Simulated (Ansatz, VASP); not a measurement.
## Two plane-wave programs on ZrSi2

```
Zr Si
1.0
     3.09097    0.00000    0.00000
    -1.54548    2.67686    0.00000
     0.00000    0.00000    6.62317
Zr Si
1 2
Direct
  0.00000 0.00000 0.00000
  0.33333 0.66667 0.67622
  0.33333 0.66667 0.32378
```

Alike in both runs: functional PBE; k mesh 7 × 7 × 4; occupations gaussian, width 0.2 eV; no spin polarisation.

Ansatz relaxed the structure, and its values are those at the end. VASP's run is a single point on that final structure, the one shown.

```csv
,VASP,Ansatz
version,VASP 6.6.1,Ansatz 0.2.0
potentials or method,"VASP PAW PBE potentials, release 64 (Zr_sv, Si), cutoff 500 eV","scalar-relativistic, plane waves, PAW"
valence electrons in the cell,20,20
```

|  | VASP | Ansatz | Ansatz less VASP |
| --- | --- | --- | --- |
| gap on the k mesh at the Fermi level (eV) | none | none | - |
| pressure (GPa) | 0.2 | 0.2 | -0.01 |
| rms of the force components (eV/Å) | 0.008 | 0.001 | -0.0064 |

A gap of «none» marks a metal or a gap that the smearing closes.
